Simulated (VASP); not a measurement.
Runs of VASP 6.6.1 on GaSb. The structure is that of space group Fm-3m (No. 225), or close to it. The cells are those of the table. 

```csv
task,level,cell,cutoff (eV),gap on the mesh (eV),pressure (GPa),relaxed volume (Å³/atom)
relaxation of cell and atoms,PBE,"relaxed from a = 3.917 Å, angles 60.0°, 2 atoms",600,none,0.0,24.46
single point,r2SCAN,"a = 4.063 Å, angles 60.0°, 2 atoms",520,none,0.0,-
single point,PBE,"a = 4.063 Å, angles 60.0°, 2 atoms",500,none,1.7,-
single point,PBE,"a = 4.105 Å, angles 60.0°, 2 atoms",520,none,0.0,-
relaxation of cell and atoms,r2SCAN,"relaxed from a = 4.105 Å, angles 60.0°, 2 atoms",600,none,0.0,(a)
```

Alike in all rows: potentials or basis VASP PAW PBE potentials, release 64 (Ga_d, Sb); no spin polarisation; k mesh 8 × 8 × 8; smearing fermi-dirac 0.02 eV.

Question: Fill in the values left out.

Answer: (a) 23.71.

Caveats: spin-orbit coupling is left out, which moves the levels of the heavy elements; the PAW data sets were made with another functional, which shifts forces and pressure a little (some runs); the volume moved by over 15 % at a fixed basis, so the end points are rough (some runs).

A k mesh can miss the band edges, and the runs leave out spin-orbit coupling on Ga, Sb.

A gap of «none» marks levels without a gap at the run's occupations.
